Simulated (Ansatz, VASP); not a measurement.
## Pd: VASP beside Ansatz

```
Pd
1.0
     0.00000    1.84974    1.96643
     1.96643    0.00000    1.96643
     1.96643    1.84974    0.00000
Pd
1
Direct
  0.00000 0.00000 0.00000
```

Alike in both runs: task single point; functional PBE; k mesh 16 × 16 × 16; occupations gaussian, width 0.1 eV; no spin polarisation.

```csv
,VASP,Ansatz
version,VASP 6.6.1,Ansatz 0.2.0
potentials or method,"VASP PAW PBE potentials, release 64 (Pd), cutoff 500 eV","scalar-relativistic, plane waves, PAW"
valence electrons in the cell,10,18
```

|  | VASP | Ansatz | Ansatz less VASP |
| --- | --- | --- | --- |
| gap on the k mesh at the Fermi level (eV) | none | none | - |
| pressure (GPa) | 13.9 | 14.3 | +0.35 |
| traceless stress, the component that is largest in VASP (GPa) | 1.73 | 1.74 | +0.015 |

A gap of «none» marks a metal or a gap that the smearing closes. VASP's potentials hold 10 valence electrons a cell and Ansatz's 18, so a difference there can come from the potentials and not from the codes.
